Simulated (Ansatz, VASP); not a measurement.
SnSe: VASP beside Ansatz

```
CELL_PARAMETERS angstrom
0.00000 3.01000 2.85950
3.01000 0.00000 2.85950
3.01000 3.01000 0.00000
ATOMIC_POSITIONS crystal
Sn 0.00000 0.00000 0.00000
Se 0.50000 0.50000 0.50000
```

Change from the starting cell: strain +0.000 along x and y, -0.050 along z, atoms carried along.

Alike in both runs: task single point; functional r2SCAN; k mesh 10 × 10 × 10; occupations gaussian, width 0.05 eV; no spin polarisation.

|  | VASP | Ansatz |
| --- | --- | --- |
| version | VASP 6.6.1 | Ansatz 0.2.0 |
| potentials or method | VASP PAW PBE potentials, release 64 (Sn_d, Se), cutoff 520 eV | scalar-relativistic, plane waves, PAW |
| valence electrons in the cell | 20 | 30 |

Ansatz gave:

```
gap on the k mesh at the Fermi level (eV)                     : 0.48
least direct gap on the mesh (eV)                             : 0.56
pressure (GPa)                                                : 3.4
traceless stress, the component that is largest in VASP (GPa) : 5.72
```

**Question.** Estimate VASP's values.

**Answer.** gap on the k mesh at the Fermi level (eV): 0.48; least direct gap on the mesh (eV): 0.56; pressure (GPa): 3.5; traceless stress, the component that is largest in VASP (GPa): 5.73.

VASP's potentials were made for PBE, not for r2SCAN. With one functional, cell and mesh, what is left measures potentials, basis and numerics. VASP's potentials hold 20 valence electrons a cell and Ansatz's 30, so a difference there can come from the potentials and not from the codes.
